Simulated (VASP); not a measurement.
# H (Fmmm) in VASP: a series of runs, part 2 of 2

VASP 6.6.1. Earlier steps stand in the parts before.

### Step 3. Single point, PBE (strain +0.0150 x Voigt [0, 0, 0, 0, 0, 1])

INCAR

```
SYSTEM = H
PREC = Accurate ; ENCUT = 520
EDIFF = 1E-6 ; ISMEAR = 0
SIGMA = 0.05 ; LREAL = .False.
LASPH = .True. ; NELM = 60
ALGO = Normal ; ISIF = 2
LWAVE = .False. ; LCHARG = .False.
GGA = PE ; NBANDS = 8
```

KPOINTS

```
regular mesh
0
Gamma
  8 8 8
  0 0 0
```

POSCAR

```
H
1.0
   -1.8409561305      1.8409561305      2.2855640979
    1.8409561305     -1.8409561305      2.2855640979
    1.8687791451      1.8687791451     -2.2855640979
H
2
Direct
    0.9178910720      0.9178910720      0.0000000000
    0.0821089280      0.0821089280      0.0000000000
```

Potentials or basis: VASP PAW PBE potentials, release 64 (H).

Launch:

```
cat potpaw_PBE.64/H/POTCAR > POTCAR
mpirun -np 1 vasp_std > vasp.out
```

OUTCAR:

```text
SYSTEM = H
   PREC = Accurate
   ENCUT = 520
   EDIFF = 1E-6
   ISMEAR = 0
   LREAL = .False.
   LASPH = .True.
   NELM = 60
   ISIF = 2
   GGA = PE

 ion  position               nearest neighbor table
   1  0.918  0.918  0.000-   2 0.75
   2  0.082  0.082  0.000-   1 0.75

  LATTYP: Found a face centered orthorhombic cell.
 ALAT       =     4.5711281958
 B/A-ratio  =     1.1391083409
 C/A-ratio  =     1.1563240841

  Lattice vectors:

 A1 = (   3.7097352756,   0.0278230146,   0.0000000000)
 A2 = (   1.8687791451,   1.8687791451,   2.2855640979)
 A3 = (   1.8409561305,  -1.8409561305,   2.2855640979)

Analysis of symmetry for initial positions (statically):
=====================================================================
 Subroutine PRICEL returns:
 Original cell was already a primitive cell.

 Routine SETGRP: Setting up the symmetry group for a
 face centered orthorhombic supercell.

 Subroutine GETGRP returns: Found  8 space group operations
 (whereof  8 operations were pure point group operations)
 out of a pool of  8 trial point group operations.

The static configuration has the point symmetry D_2h.

Analysis of symmetry for dynamics (positions and initial velocities):
=====================================================================
 Subroutine PRICEL returns:
 Original cell was already a primitive cell.

 Routine SETGRP: Setting up the symmetry group for a
 face centered orthorhombic supercell.

 Subroutine GETGRP returns: Found  8 space group operations
 (whereof  8 operations were pure point group operations)
 out of a pool of  8 trial point group operations.

The dynamic configuration has the point symmetry D_2h.

 Subroutine INISYM returns: Found  8 space group operations
 (whereof  8 operations are pure point group operations),
 and found     1 'primitive' translations

----------------------------------------------------------------------------------------

                                     Primitive cell

  volume of cell :      31.4525

  direct lattice vectors                    reciprocal lattice vectors
    -1.840956130  1.840956130  2.285564098    -0.002021821  0.269576177  0.218764374
     1.840956130 -1.840956130  2.285564098     0.269576177 -0.002021821  0.218764374
     1.868779145  1.868779145 -2.285564098     0.267554356  0.267554356  0.000000000

  length of vectors
     3.464396368  3.464396368  3.494062712     0.347178995  0.347178995  0.378378998

  position of ions in fractional coordinates (direct lattice)
     0.917891072  0.917891072  0.000000000
     0.082108928  0.082108928  0.000000000

  ion indices of the primitive-cell ions
   primitive index   ion index
                 1           1
                 2           2

----------------------------------------------------------------------------------------

 KPOINTS: regular mesh

Automatic generation of k-mesh.
 Grid dimensions read from file:
 generate k-points for:    8    8    8

 Generating k-lattice:

  Cartesian coordinates                     Fractional coordinates (reciprocal lattice)
    -0.000252728  0.033697022  0.027345547     0.125000000 -0.000000000  0.000000000
     0.033697022 -0.000252728  0.027345547    -0.000000000  0.125000000  0.000000000
     0.033444294  0.033444294  0.000000000     0.000000000  0.000000000  0.125000000

  Length of vectors
     0.043397374  0.043397374  0.047297375

  Shift w.r.t. Gamma in fractional coordinates (k-lattice)
     0.000000000  0.000000000  0.000000000

 Subroutine IBZKPT returns following result:
 ===========================================

 Found     95 irreducible k-points:

 Following reciprocal coordinates:
            Coordinates               Weight
  0.000000  0.000000  0.000000      1.000000
  0.125000  0.000000  0.000000      8.000000
  0.250000  0.000000  0.000000      8.000000
  0.375000  0.000000 -0.000000      8.000000
  0.500000  0.000000  0.000000      4.000000
  0.125000  0.125000  0.000000      4.000000
[... 16 lines left out ...]
  0.125000  0.000000  0.125000      8.000000
  0.250000  0.000000  0.125000      8.000000
 [... further k-points ...]
   k-points           NKPTS =     95   k-points in BZ     NKDIM =     95   number of bands    NBANDS=      8
   number of dos      NEDOS =    301   number of ions     NIONS =      2
   total plane-waves  NPLWV =  21952
   dimension x,y,z NGX =    28 NGY =   28 NGZ =   28
   dimension x,y,z NGXF=    56 NGYF=   56 NGZF=   56
   ions per type =               2
   NGX,Y,Z   is equivalent  to a cutoff of  13.44, 13.44, 13.32 a.u.
   NGXF,Y,Z  is equivalent  to a cutoff of  26.87, 26.87, 26.64 a.u.
 SYSTEM =  H
   PREC   = accura    normal or accurate (medium, high low for compatibility)
   ISTART =      0    job   : 0-new  1-cont  2-samecut
   ICHARG =      2    charge: 1-file 2-atom 10-const
   ISPIN  =      1    spin polarized calculation?
   LNONCOLLINEAR =      F non collinear calculations
   LSORBIT =      F    spin-orbit coupling
   LASPH  =      T    aspherical Exc in radial PAW
   ENCUT  =  520.0 eV  38.22 Ry    6.18 a.u.   6.44  6.44  6.50*2*pi/ulx,y,z
   NELM   =     60;   NELMIN=  2; NELMDL= -5     # of ELM steps
   EDIFF  = 0.1E-05   stopping-criterion for ELM
   LREAL  =      F    real-space projection
   EDIFFG = 0.1E-04   stopping-criterion for IOM
   NSW    =      0    number of steps for IOM
   IBRION =     -1    ionic relax: 0-MD 1-quasi-New 2-CG
   NFREE  =      0    steps in history (QN), initial steepest desc. (CG)
   ISIF   =      2    stress and relaxation
   ISYM   =      2    0-nonsym 1-usesym 2-fastsym
   POTIM  = 0.5000    time-step for ionic-motion
   TEBEG  =    0.0;   TEEND  =   0.0 temperature during run
   PSTRESS=    0.0 pullay stress
   NELECT =       2.0000    total number of electrons
   NUPDOWN=      -1.0000    fix difference up-down
   EMIN   =  10.00;   EMAX   =-10.00  energy-range for DOS
   EFERMI =   0.00;   METHOD = LEGACY
   ISMEAR =     0;   SIGMA  =   0.05  broadening in eV -4-tet -1-fermi 0-gaus
   EFERMI_NEDOS =   21; number of points for ismear=-14 and -15
   IALGO  =     38    algorithm
   IMIX   =      4    mixing-type and parameters
     AMIX     =   0.40;   BMIX     =  1.00
     AMIX_MAG =   1.60;   BMIX_MAG =  1.00
  volume/ion in A,a.u.               =      15.73       106.13
  Fermi-wavevector in a.u.,A,eV,Ry     =   0.653431  1.234806  5.809312  0.426972
  Thomas-Fermi vector in A             =   1.723669
   LORBIT       =      0    0 simple, 1 ext, 2 COOP (PROOUT), +10 PAW based schemes
   GGA     = PE    functional components
   LHFCALC =     F    Hartree Fock is set to
   AEXX    =    0.0000 exact exchange contribution
   IVDW    =     0    specifies the selected vdW correction
   LEPSILON=     F    determine dielectric tensor
   LRPA    =     F    only Hartree local field effects (RPA)
 non-spin polarized calculation
 Gauss-broadening in eV      SIGMA  =   0.05
  energy-cutoff  :      520.00
  volume of cell :       31.45
 maximum number of plane-waves:       862
 NGX is ok and might be reduce to    28
   NGX = 13   NGY = 13   NGZ = 13

 number of electron       1.9999999 magnetization

 Free energy of the ion-electron system (eV)
  ---------------------------------------------------
  ext. energy  EPLUGINS =         0.00000000
  ---------------------------------------------------
  free energy    TOTEN  =        -6.78984408 eV

  energy without entropy =       -6.78984408  energy(sigma->0) =       -6.78984408

 E-fermi :  -8.5602     XC(G=0):  -4.6578

 val. band max:       -8.8272627878   @ k =   0.5000   0.5000   0.5000
 cond. band min:       0.4479783651   @ k =   0.5000   0.0000   0.0000
 fundamental gap:      9.2752411528
 Fermi energy:        -8.5602456831

 k-point     1 :       0.0000    0.0000    0.0000
  band No.  band energies     occupation
      1     -10.2394      2.00000
      2       3.2987      0.00000
      3       6.8721      0.00000
      4      12.2179      0.00000
      5      12.2647      0.00000
      6      14.2052      0.00000
      7      14.2617      0.00000
      8      15.4097      0.00000
[... 243 lines left out ...]
 k-point    24 :       0.2500    0.0000    0.1250
  band No.  band energies     occupation
      1      -9.5376      2.00000
      2       1.4330      0.00000
      3       5.7957      0.00000
      4       8.3609      0.00000
      5      10.2656      0.00000
      6      12.5009      0.00000
      7      15.1816      0.00000
      8      15.6361      0.00000

 [... further k-points ...]
[... 5 lines left out ...]
  --------------------------------------------------------------------------------------
  -------------------------------------------------------------------------------------
  Total       -0.0250718     -0.0250718     -0.0374502     -0.0006567     -0.0000000     -0.0000000
  in kB       -1.2771470     -1.2771470     -1.9076968     -0.0334524     -0.0000000     -0.0000000
  external PRESSURE =      -1.4873303 kB  Pullay stress =       0.0000000 kB

 VOLUME and BASIS-vectors are now :
 -----------------------------------------------------------------------------
  energy-cutoff  :      520.00
  volume of cell :       31.45
      direct lattice vectors                 reciprocal lattice vectors
    -1.840956130  1.840956130  2.285564098    -0.002021821  0.269576177  0.218764374
     1.840956130 -1.840956130  2.285564098     0.269576177 -0.002021821  0.218764374
     1.868779145  1.868779145 -2.285564098     0.267554356  0.267554356  0.000000000

 POSITION                                       TOTAL-FORCE (eV/Angst)
 -----------------------------------------------------------------------------------
      0.00000      0.00000      4.19580         0.000000      0.000000      0.008975
      0.00000      0.00000      0.37533        -0.000000     -0.000000     -0.008975
 -----------------------------------------------------------------------------------
    total drift:                                0.000000      0.000000     -0.000000

  FREE ENERGIE OF THE ION-ELECTRON SYSTEM (eV)
  ---------------------------------------------------
  free  energy   TOTEN  =        -6.7898440811 eV

  energy  without entropy=       -6.7898440811  energy(sigma->0) =       -6.78984408
```

stdout:

```text
POSCAR found type information on POSCAR H
 POSCAR found :  1 types and       2 ions
 scaLAPACK will be used
 LDA part: xc-table for (Slater+PW92), standard interpolation
 POSCAR, INCAR and KPOINTS ok, starting setup
 FFT: planning ... GRIDC
 FFT: planning ... GRID_SOFT
 FFT: planning ... GRID
 WAVECAR not read
 entering main loop
```

Wall time 39 s (1 thread of AMD EPYC 7R43 (Zen 3), shared host); peak memory 0.11 GiB.

What came out:

| Item | Value |
| --- | --- |
| Free energy | -6.7898 eV |
| Pressure | -0.1 GPa |
| Largest force | 0.009 eV/Å |
| Band gap on the k mesh | 9.28 eV, indirect (least direct gap 9.75 eV) |

Forces in eV/Å, atoms in the order of the input:
```
H    0.000  0.000  0.009
H    0.000  0.000 -0.009
```

Levels at points of the mesh, in eV from the valence-band top:
| k point | band 1 | band 2 | band 3 | band 4 | band 5 | band 6 |
| --- | --- | --- | --- | --- | --- | --- |
| (0.00, 0.00, 0.00) | -1.41 | 12.13 | 15.70 | 21.05 | 21.09 | 23.03 |
| (0.50, 0.00, 0.00) | -0.47 | 9.28 | 15.48 | 17.11 | 18.59 | 21.21 |
| (0.50, 0.50, 0.00) | -0.32 | 10.83 | 13.23 | 15.09 | 17.34 | 18.31 |
| (0.00, 0.00, 0.50) | -0.36 | 10.71 | 13.37 | 15.10 | 17.46 | 18.44 |
| (0.50, 0.50, 0.50) | 0.00 | 10.13 | 14.81 | 15.22 | 15.28 | 17.28 |

Caveat: the cell differs from its parent crystal (strain +0.0150 x Voigt [0, 0, 0, 0, 0, 1]). A k mesh can miss the band edges.
